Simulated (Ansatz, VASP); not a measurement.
## Two plane-wave programs on BiTe

```
Bi Te
1.0
     0.00000    3.23500    3.23500
     3.23500    0.00000    3.23500
     3.23500    3.23500    0.00000
Bi Te
1 1
Direct
  0.00000 0.00000 0.00000
  0.50000 0.50000 0.50000
```

Alike in both runs: functional revPBE; k mesh 7 × 7 × 7; occupations fermi-dirac, width 0.05 eV; no spin polarisation.

|  | VASP | Ansatz |
| --- | --- | --- |
| version | VASP 6.6.1 | Ansatz 0.2.0 |
| potentials or method | VASP PAW PBE potentials, release 64 (Bi_d, Te) | Ansatz PAW |
| plane-wave cutoff (eV) | 520 | 420 |
| valence electrons in the cell | 21 | 31 |
| task | single point | band structure |

|  | VASP | Ansatz | Ansatz less VASP |
| --- | --- | --- | --- |
| gap on the k mesh at the Fermi level (eV) | none | none | - |
| pressure (GPa) | 1.8 | 1.9 | +0.05 |

VASP's potentials were made for PBE, not for revPBE. A gap of «none» marks a metal or a gap that the smearing closes. VASP's potentials hold 21 valence electrons a cell and Ansatz's 31, so a difference there can come from the potentials and not from the codes.

Spin-orbit coupling is off throughout.
